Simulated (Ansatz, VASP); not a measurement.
HfTa: VASP beside Ansatz

```
Ta Hf
1.0
     1.71275   -2.39960    0.00000
     1.71275    2.39960    0.00000
     0.00000    0.00000    4.79908
Ta Hf
1 1
Direct
  0.50000 0.50000 0.50000
  0.00000 0.00000 0.00000
```

Alike in both runs: functional PBE; k mesh 8 × 8 × 5; occupations fermi-dirac, width 0.05 eV; no spin polarisation.

```csv
,VASP,Ansatz
version,VASP 6.6.1,Ansatz 0.2.0
potentials or method,"VASP PAW PBE potentials, release 64 (Ta_pv, Hf_pv)",Ansatz PAW
plane-wave cutoff (eV),520,420
valence electrons in the cell,21,39
task,single point,band structure
```

Ansatz gave:

- gap on the k mesh at the Fermi level (eV): none
- pressure (GPa): 1.9
- traceless stress, the component that is largest in VASP (GPa): 1.01

**Question.** What did VASP give for the same quantities?

**Answer.** gap on the k mesh at the Fermi level (eV): none; pressure (GPa): 1.7; traceless stress, the component that is largest in VASP (GPa): 0.95.

A gap of «none» marks a metal or a gap that the smearing closes. VASP's potentials hold 21 valence electrons a cell and Ansatz's 39, so a difference there can come from the potentials and not from the codes.

Neither program's run includes spin-orbit coupling.
